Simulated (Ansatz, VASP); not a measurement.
One calculation of WS2, two programs

INCAR

```
SYSTEM = WS2
PREC = Accurate ; ENCUT = 520
EDIFF = 1E-6 ; ISMEAR = 0
SIGMA = 0.022 ; LREAL = .False.
LASPH = .True. ; NELM = 100
ALGO = Normal ; ISIF = 2
LWAVE = .False. ; LCHARG = .False.
GGA = PE ; NBANDS = 20
```

File KPOINTS:

```
regular mesh
0
Gamma
  10 10 2
  0 0 0
```

The input POSCAR:

```
WS2
1.0
    3.1835163552      0.0000000000      0.0000000000
   -1.5917581776      2.7570060369      0.0000000000
    0.0000000000      0.0000000000     16.9505778900
W S
1 2
Direct
    0.0000000000      0.0000000000      0.0000000000
    0.3333333333      0.6666666667      0.0920005100
    0.3333333333      0.6666666667      0.9079994900
```

The input input.yaml:

```yaml
crystal:
  lattice:
    - [3.1835163552, 0.0, 0.0]
    - [-1.5917581776, 2.7570060369, 0.0]
    - [0.0, 0.0, 16.95057789]
  atoms:
    - { symbol: W, position: [0.0, 0.0, 0.0] }
    - { symbol: S, position: [0.3333333333, 0.6666666667, 0.09200051] }
    - { symbol: S, position: [0.3333333333, 0.6666666667, 0.90799949] }
hamiltonian:
  xc: pbe
  pseudopotentials: { kind: paw }
kpoints:
  mp_grid: { grid: [10, 10, 2] }
scf:
  occupations: { method: gaussian, width: 0.022 }
output:
  forces: true
  stress: true
  eigenvalues: true
  write_density: true
  write_potential: true
  elf: true
  volumetric_format: npy
```

Alike in both runs: task single point; functional PBE; k mesh 10 × 10 × 2; occupations gaussian, width 0.022 eV; no spin polarisation.

|  | VASP | Ansatz |
| --- | --- | --- |
| version | VASP 6.6.1 | Ansatz 0.2.0 |
| potentials or method | VASP PAW PBE potentials, release 64 (W_sv, S) | Ansatz PAW |
| plane-wave cutoff (eV) | 520 | 420 |
| valence electrons in the cell | 26 | 26 |

VASP gave:

```
gap on the k mesh at the Fermi level (eV) : 2.00
least direct gap on the mesh (eV)         : 2.16
rms of the force components (eV/Å)        : 0.124
```

**Question.** Estimate Ansatz's values.

**Answer.** gap on the k mesh at the Fermi level (eV): 1.99; least direct gap on the mesh (eV): 2.15; rms of the force components (eV/Å): 0.122.

Atom by atom the forces differ by 0.002 eV/Å (rms over components). The functional is the same, so the differences come from potentials, cutoffs and numerics.

Spin-orbit coupling is off throughout.
